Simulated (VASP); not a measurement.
Crystal: BaS.

```
Ba S
1.0
     0.00000    3.15059    3.15059
     3.15059    0.00000    3.15059
     3.15059    3.15059    0.00000
Ba S
1 1
Cartesian
  0.0000 0.0000 0.0000
  3.1506 3.1506 3.1506
```

Base run:

```yaml
Program: VASP 6.6.1
Functional: r2SCAN
Potentials_or_basis: VASP PAW PBE potentials, release 64 (Ba_sv, S)
Cutoff: 520 eV
k_mesh: 7 × 7 × 7
Occupations: fermi-dirac, width 0.05 eV
Spin: no spin polarisation
```

Its results: band gap on the k mesh 2.45 eV, indirect (least direct gap 2.57 eV); pressure 3.7 GPa.

Task: The run is repeated on the same cell with these changes: functional from r2SCAN to PBEsol. What comes out?

Result: Band gap on the k mesh 1.97 eV, indirect (least direct gap 2.09 eV); pressure 1.4 GPa.

r2SCAN gives the wider gap, since meta-GGAs in the generalised Kohn-Sham scheme recover part of the derivative discontinuity.

Caveats: the PAW data sets were made with another functional, which shifts forces and pressure a little; spin-orbit coupling is left out, which moves the levels of the heavy elements.

A k mesh can miss the band edges.
